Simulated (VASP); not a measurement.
# PtS2 (P-3m1) in VASP: single point with PBEsol

Aim: the single point of PtS2 with PBEsol.

All numbers are computed with VASP 6.6.1; they aren't measurements. Logs are shortened: lines on timing, memory, paths and dates and some standing lists are left out, and cuts for length are marked.

### Step 1. The cell of the first run

It takes space group P-3m1 (No. 164, trigonal). The conventional cell has a = 3.571 Å, b = 3.571 Å, c = 4.768 Å, α = 90.00°, β = 90.00°, γ = 120.00°. Pt (site symmetry -3m) has 6 S at 2.38 Å within 3.1 Å. Within 3.1 Å of S (site symmetry 3m) lie 3 Pt at 2.38 Å.

### Step 2. Single point, PBEsol

INCAR

```
PREC = Accurate ; ENCUT = 520
EDIFF = 1E-6 ; ISMEAR = 0
SIGMA = 0.02 ; LREAL = F
LASPH = T ; NELM = 100
ALGO = Normal ; ISIF = 2
LWAVE = F ; LCHARG = T
GGA = PS ; LELF = T
LVHAR = T ; NBANDS = 18
```

KPOINTS

```
regular mesh
0
Gamma
  12 12 8
```

POSCAR

```
PtS2
1.0
    3.5713268686      0.0000000001      0.0000000000
   -1.7856634344      3.0928597934      0.0000000000
    0.0000000000      0.0000000000      4.7682758680
Pt S
1 2
Direct
    0.0000000000      0.0000000000      0.0000000000
    0.3333333333      0.6666666667      0.2509462017
    0.6666666667      0.3333333333      0.7490537983
```

Potentials or basis: VASP PAW PBE potentials, release 64 (Pt, S).

On the command line:

```
$ cat potpaw_PBE.64/Pt/POTCAR potpaw_PBE.64/S/POTCAR > POTCAR
$ mpirun -np 1 vasp_std > vasp.out
```

OUTCAR:

```text
PREC = Accurate
   ENCUT = 520
   EDIFF = 1E-6
   ISMEAR = 0
   LREAL = F
   LASPH = T
   NELM = 100
   ISIF = 2
   GGA = PS

 ion  position               nearest neighbor table
   1  0.000  0.000  0.000-   2 2.38   3 2.38   3 2.38   2 2.38   3 2.38   2 2.38
   2  0.333  0.667  0.251-   1 2.38   1 2.38   1 2.38
   3  0.667  0.333  0.749-   1 2.38   1 2.38   1 2.38

  LATTYP: Found a hexagonal cell.
 ALAT       =     3.5713268686
 C/A-ratio  =     1.3351552640

  Lattice vectors:

 A1 = (   3.5713268686,   0.0000000001,   0.0000000000)
 A2 = (  -1.7856634344,   3.0928597934,   0.0000000000)
 A3 = (   0.0000000000,   0.0000000000,   4.7682758680)

Analysis of symmetry for initial positions (statically):
=====================================================================
 Subroutine PRICEL returns:
 Original cell was already a primitive cell.

 Routine SETGRP: Setting up the symmetry group for a
 hexagonal supercell.

 Subroutine GETGRP returns: Found 12 space group operations
 (whereof 12 operations were pure point group operations)
 out of a pool of 24 trial point group operations.

The static configuration has the point symmetry D_3d.

Analysis of symmetry for dynamics (positions and initial velocities):
=====================================================================
 Subroutine PRICEL returns:
 Original cell was already a primitive cell.

 Routine SETGRP: Setting up the symmetry group for a
 hexagonal supercell.

 Subroutine GETGRP returns: Found 12 space group operations
 (whereof 12 operations were pure point group operations)
 out of a pool of 24 trial point group operations.

The dynamic configuration has the point symmetry D_3d.

 Subroutine INISYM returns: Found 12 space group operations
 (whereof 12 operations are pure point group operations),
 and found     1 'primitive' translations

----------------------------------------------------------------------------------------

                                     Primitive cell

  volume of cell :      52.6685

  direct lattice vectors                    reciprocal lattice vectors
     3.571326869  0.000000000  0.000000000     0.280007974  0.161662679  0.000000000
    -1.785663434  3.092859793  0.000000000    -0.000000000  0.323325358  0.000000000
     0.000000000  0.000000000  4.768275868     0.000000000  0.000000000  0.209719410

  length of vectors
     3.571326869  3.571326869  4.768275868     0.323325358  0.323325358  0.209719410

  position of ions in fractional coordinates (direct lattice)
     0.000000000  0.000000000  0.000000000
     0.333333333  0.666666667  0.250946202
     0.666666667  0.333333333  0.749053798

  ion indices of the primitive-cell ions
   primitive index   ion index
                 1           1
                 2           2
                 3           3

----------------------------------------------------------------------------------------

 KPOINTS: regular mesh

Automatic generation of k-mesh.
 Grid dimensions read from file:
 generate k-points for:   12   12    8

 Generating k-lattice:

  Cartesian coordinates                     Fractional coordinates (reciprocal lattice)
     0.023333998  0.013471890  0.000000000     0.083333333  0.000000000  0.000000000
    -0.000000000  0.026943780  0.000000000     0.000000000  0.083333333  0.000000000
     0.000000000  0.000000000  0.026214926     0.000000000  0.000000000  0.125000000

  Length of vectors
     0.026943780  0.026943780  0.026214926

  Shift w.r.t. Gamma in fractional coordinates (k-lattice)
     0.000000000  0.000000000  0.000000000

 Subroutine IBZKPT returns following result:
 ===========================================

 Found    131 irreducible k-points:

 Following reciprocal coordinates:
            Coordinates               Weight
  0.000000  0.000000  0.000000      1.000000
  0.083333  0.000000  0.000000      6.000000
  0.166667  0.000000  0.000000      6.000000
  0.250000  0.000000  0.000000      6.000000
  0.333333 -0.000000  0.000000      6.000000
  0.416667 -0.000000  0.000000      6.000000
[... 16 lines left out ...]
  0.166667  0.000000  0.125000      6.000000
 -0.000000  0.166667  0.125000      6.000000
 [... further k-points ...]
   k-points           NKPTS =    131   k-points in BZ     NKDIM =    131   number of bands    NBANDS=     18
   number of dos      NEDOS =    301   number of ions     NIONS =      3
   total plane-waves  NPLWV =  28224
   dimension x,y,z NGX =    28 NGY =   28 NGZ =   36
   dimension x,y,z NGXF=    56 NGYF=   56 NGZF=   72
   ions per type =               1   2
   NGX,Y,Z   is equivalent  to a cutoff of  13.03, 13.03, 12.55 a.u.
   NGXF,Y,Z  is equivalent  to a cutoff of  26.07, 26.07, 25.10 a.u.
 SYSTEM =  unknown system
   PREC   = accura    normal or accurate (medium, high low for compatibility)
   ISTART =      0    job   : 0-new  1-cont  2-samecut
   ICHARG =      2    charge: 1-file 2-atom 10-const
   ISPIN  =      1    spin polarized calculation?
   LNONCOLLINEAR =      F non collinear calculations
   LSORBIT =      F    spin-orbit coupling
   LASPH  =      T    aspherical Exc in radial PAW
   ENCUT  =  520.0 eV  38.22 Ry    6.18 a.u.   6.64  6.64  8.87*2*pi/ulx,y,z
   NELM   =    100;   NELMIN=  2; NELMDL= -5     # of ELM steps
   EDIFF  = 0.1E-05   stopping-criterion for ELM
   LREAL  =      F    real-space projection
   EDIFFG = 0.1E-04   stopping-criterion for IOM
   NSW    =      0    number of steps for IOM
   IBRION =     -1    ionic relax: 0-MD 1-quasi-New 2-CG
   NFREE  =      0    steps in history (QN), initial steepest desc. (CG)
   ISIF   =      2    stress and relaxation
   ISYM   =      2    0-nonsym 1-usesym 2-fastsym
   POTIM  = 0.5000    time-step for ionic-motion
   TEBEG  =    0.0;   TEEND  =   0.0 temperature during run
   PSTRESS=    0.0 pullay stress
   NELECT =      22.0000    total number of electrons
   NUPDOWN=      -1.0000    fix difference up-down
   EMIN   =  10.00;   EMAX   =-10.00  energy-range for DOS
   EFERMI =   0.00;   METHOD = LEGACY
   ISMEAR =     0;   SIGMA  =   0.02  broadening in eV -4-tet -1-fermi 0-gaus
   EFERMI_NEDOS =   21; number of points for ismear=-14 and -15
   IALGO  =     38    algorithm
   IMIX   =      4    mixing-type and parameters
     AMIX     =   0.40;   BMIX     =  1.00
     AMIX_MAG =   1.60;   BMIX_MAG =  1.00
  volume/ion in A,a.u.               =      17.56       118.47
  Fermi-wavevector in a.u.,A,eV,Ry     =   1.223767  2.312584 20.376154  1.497605
  Thomas-Fermi vector in A             =   2.358866
   LORBIT       =      0    0 simple, 1 ext, 2 COOP (PROOUT), +10 PAW based schemes
   GGA     = PS    functional components
   LHFCALC =     F    Hartree Fock is set to
   AEXX    =    0.0000 exact exchange contribution
   IVDW    =     0    specifies the selected vdW correction
   LEPSILON=     F    determine dielectric tensor
   LRPA    =     F    only Hartree local field effects (RPA)
 non-spin polarized calculation
 Gauss-broadening in eV      SIGMA  =   0.02
  energy-cutoff  :      520.00
  volume of cell :       52.67
 maximum number of plane-waves:      1446
 NGX is ok and might be reduce to    28
   NGX = 13   NGY = 13   NGZ = 17

 number of electron      22.0000001 magnetization

 Free energy of the ion-electron system (eV)
  ---------------------------------------------------
  ext. energy  EPLUGINS =         0.00000000
  ---------------------------------------------------
  free energy    TOTEN  =       -16.99790907 eV

  energy without entropy =      -16.99790907  energy(sigma->0) =      -16.99790907

 E-fermi :   7.6508     XC(G=0): -11.1096

 val. band max:        7.5559550852   @ k =   0.0000   0.0000   0.0000
 cond. band min:       7.8044927960   @ k =  -0.0000   0.3333   0.2500
 fundamental gap:      0.2485377107
 Fermi energy:         7.6508480108

 k-point     1 :       0.0000    0.0000    0.0000
  band No.  band energies     occupation
      1      -8.2796      2.00000
      2      -4.9369      2.00000
      3       0.0363      2.00000
      4       0.4753      2.00000
      5       0.4753      2.00000
      6       3.3550      2.00000
[... 10 lines left out ...]
     17      15.0022      0.00000
     18      20.0380      0.00000

 k-point     2 :       0.0833    0.0000    0.0000
  band No.  band energies     occupation
      1      -8.1905      2.00000
      2      -4.9976      2.00000
      3       0.1328      2.00000
      4       0.5344      2.00000
      5       0.5644      2.00000
      6       3.2248      2.00000
[... 10 lines left out ...]
     17      15.2744      0.00000
     18      18.5808      0.00000

 k-point     3 :       0.1667    0.0000    0.0000
  band No.  band energies     occupation
      1      -7.9319      2.00000
      2      -5.1588      2.00000
      3       0.4021      2.00000
      4       0.6978      2.00000
      5       0.8176      2.00000
      6       2.7814      2.00000
[... 10 lines left out ...]
     17      15.9442      0.00000
     18      17.0919      0.00000

 k-point     4 :       0.2500    0.0000    0.0000
  band No.  band energies     occupation
      1      -7.5323      2.00000
      2      -5.3746      2.00000
      3       0.7452      2.00000
      4       0.9199      2.00000
      5       1.2017      2.00000
      6       2.0634      2.00000
[... 10 lines left out ...]
     17      16.1677      0.00000
     18      16.1733      0.00000

 k-point     5 :       0.3333   -0.0000    0.0000
  band No.  band energies     occupation
      1      -7.0458      2.00000
      2      -5.6067      2.00000
      3       0.6585      2.00000
      4       1.1211      2.00000
      5       1.4839      2.00000
      6       1.9882      2.00000
[... 10 lines left out ...]
     17      15.5922      0.00000
     18      16.3587      0.00000

 k-point     6 :       0.4167   -0.0000    0.0000
  band No.  band energies     occupation
      1      -6.5564      2.00000
      2      -5.8499      2.00000
      3       0.0828      2.00000
      4       1.2346      2.00000
      5       1.7640      2.00000
      6       2.6830      2.00000
[... 10 lines left out ...]
     17      15.3137      0.00000
     18      17.5896      0.00000

 k-point     7 :       0.5000    0.0000    0.0000
  band No.  band energies     occupation
      1      -6.1808      2.00000
      2      -6.1187      2.00000
      3      -0.1697      2.00000
      4       1.2656      2.00000
      5       1.9115      2.00000
      6       3.1779      2.00000
[... 10 lines left out ...]
     17      15.2330      0.00000
     18      18.6715      0.00000

 k-point     8 :       0.0833    0.0833    0.0000
  band No.  band energies     occupation
      1      -8.0166      2.00000
      2      -5.1080      2.00000
      3       0.3153      2.00000
      4       0.6542      2.00000
      5       0.7265      2.00000
      6       3.0404      2.00000
[... 10 lines left out ...]
     17      15.8322      0.00000
     18      17.3898      0.00000
[... 229 lines left out ...]
     17      16.1906      0.00000
     18      18.0688      0.00000

 k-point    20 :       0.0000    0.0000    0.1250
  band No.  band energies     occupation
      1      -8.2154      2.00000
      2      -5.1196      2.00000
      3       0.2793      2.00000
      4       0.4826      2.00000
      5       0.4826      2.00000
      6       3.3474      2.00000
[... 10 lines left out ...]
     17      14.9626      0.00000
     18      19.3514      0.00000

 k-point    21 :       0.0833    0.0000    0.1250
  band No.  band energies     occupation
      1      -8.1264      2.00000
      2      -5.1682      2.00000
      3       0.2709      2.00000
      4       0.5545      2.00000
      5       0.6443      2.00000
      6       3.2341      2.00000
[... 10 lines left out ...]
     17      14.9877      0.00000
     18      18.0425      0.00000

 k-point    22 :      -0.0000    0.0833    0.1250
  band No.  band energies     occupation
      1      -8.1275      2.00000
      2      -5.1637      2.00000
      3       0.2418      2.00000
      4       0.5275      2.00000
      5       0.6918      2.00000
      6       3.1905      2.00000
[... 10 lines left out ...]
     17      15.4792      0.00000
     18      17.9498      0.00000

 k-point    23 :       0.1667    0.0000    0.1250
  band No.  band energies     occupation
      1      -7.8663      2.00000
      2      -5.3076      2.00000
      3       0.4302      2.00000
      4       0.7304      2.00000
      5       0.9540      2.00000
      6       2.8438      2.00000
[... 10 lines left out ...]
     17      15.4470      0.00000
     18      16.7759      0.00000

 k-point    24 :      -0.0000    0.1667    0.1250
  band No.  band energies     occupation
      1      -7.8748      2.00000
      2      -5.2758      2.00000
      3       0.2750      2.00000
      4       0.6735      2.00000
      5       1.1128      2.00000
      6       2.6681      2.00000
[... 10 lines left out ...]
     17      16.4039      0.00000
     18      16.6091      0.00000

 [... further k-points ...]

------------------------ aborting loop because EDIFF is reached ----------------------------------------

  FORCE on cell =-STRESS in cart. coord.  units (eV):
  Direction    XX          YY          ZZ          XY          YZ          ZX
  --------------------------------------------------------------------------------------
  -------------------------------------------------------------------------------------
  Total       -0.0934226     -0.0934226     -0.0331037      0.0000000      0.0000000      0.0000000
  in kB       -2.8419174     -2.8419174     -1.0070144      0.0000000      0.0000000      0.0000000
  external PRESSURE =      -2.2302831 kB  Pullay stress =       0.0000000 kB

 VOLUME and BASIS-vectors are now :
 -----------------------------------------------------------------------------
  energy-cutoff  :      520.00
  volume of cell :       52.67
      direct lattice vectors                 reciprocal lattice vectors
     3.571326869  0.000000000  0.000000000     0.280007974  0.161662679  0.000000000
    -1.785663434  3.092859793  0.000000000    -0.000000000  0.323325358  0.000000000
     0.000000000  0.000000000  4.768275868     0.000000000  0.000000000  0.209719410

 POSITION                                       TOTAL-FORCE (eV/Angst)
 -----------------------------------------------------------------------------------
      0.00000      0.00000      0.00000        -0.000000     -0.000000      0.000000
     -0.00000      2.06191      1.19658         0.000000      0.000000     -0.022742
      1.78566      1.03095      3.57170        -0.000000     -0.000000      0.022742
 -----------------------------------------------------------------------------------
    total drift:                               -0.000000      0.000000      0.000000

  FREE ENERGIE OF THE ION-ELECTRON SYSTEM (eV)
  ---------------------------------------------------
  free  energy   TOTEN  =       -16.9979090687 eV

  energy  without entropy=      -16.9979090687  energy(sigma->0) =      -16.99790907
```

Run time: 36 s. Hardware: 1 thread of Intel Xeon 6975P-C (Granite Rapids), shared host; peak memory 0.26 GiB.

What came out:

| Property | Result |
| --- | --- |
| Free energy | -16.9979 eV |
| Pressure | -0.2 GPa |
| Largest force | 0.023 eV/Å |
| Band gap on the k mesh | 0.25 eV, indirect (least direct gap 0.67 eV) |

Forces on the atoms (eV/Å):
```
Pt   0.000  0.000  0.000
S    0.000  0.000 -0.023
S    0.000  0.000  0.023
```

Levels at points of the mesh, in eV from the valence-band top:
```tsv
k point	band 8	band 9	band 10	band 11	band 12	band 13	band 14	band 15
(0.00, 0.00, 0.00)	-2.37	-1.49	-1.49	0.00	1.47	1.47	3.77	5.03
(0.50, 0.00, 0.00)	-3.87	-3.54	-3.44	-2.85	0.94	2.37	5.21	6.19
(0.00, 0.00, 0.50)	-3.15	-1.91	-1.91	-1.41	2.37	2.37	5.19	6.80
(0.50, 0.00, 0.50)	-3.56	-3.18	-3.17	-1.53	1.06	1.77	4.86	5.02
```

Caveat: the PAW data sets were made with another functional, which shifts forces and pressure a little; spin-orbit coupling is left out, which moves the levels of the heavy elements. A k mesh can miss the band edges.
